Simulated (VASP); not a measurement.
# Sn: single point with r2SCAN

Crystal: Sn.

```xyz
2
Lattice="0.0000 -3.7826 0.0000 -3.7826 0.0000 0.0000 0.0000 0.0000 -3.7826" Properties=species:S:1:pos:R:3 pbc="T T T"
Sn   -1.8913   -1.8913   -1.8913
Sn    0.0000    0.0000    0.0000
```

| Property | Result |
| --- | --- |
| Program | VASP 6.6.1 |
| Task | single point |
| Functional | r2SCAN |
| Potentials or basis | VASP PAW PBE potentials, release 64 (Sn_d) |
| Cutoff | 520 eV |
| k mesh | 10 × 10 × 10 |
| Occupations | gaussian, width 0.15 eV |
| Spin | no spin polarisation |
| Dipole correction | no |
| Further INCAR settings | ALGO = Normal; EDIFF = 1e-06; NBANDS = 21 |

* Pressure: -0.4 GPa
* Band gap on the k mesh: zero (band 14 reaches 10.54 eV, above the bottom of band 15 at 5.91 eV)

Levels at points of the mesh, in eV from the Fermi level:
```
           k point  band 11  band 12  band 13  band 14  band 15  band 16  band 17  band 18
(0.00, 0.00, 0.00)   -11.72    -2.33    -0.63    -0.63    -0.63     4.15     4.15     8.45
(0.50, 0.00, 0.00)    -8.83    -8.83     2.42     2.42     2.50     2.50     2.50     2.50
(0.50, 0.50, 0.00)    -6.69    -6.69    -4.74    -4.74     3.73     3.73     5.84     5.84
(0.50, 0.50, 0.50)    -5.30    -5.30    -1.58    -1.58    -1.58    -1.58    -1.58    -1.58
```

It took 2.4 min on 1 thread of AMD EPYC 7R43 64-Core Processor (Zen 3), with other jobs on the host, peak memory 0.15 GiB.

Caveat: the PAW data sets were made with another functional, which shifts forces and pressure a little; spin-orbit coupling is left out, which moves the levels of the heavy elements.
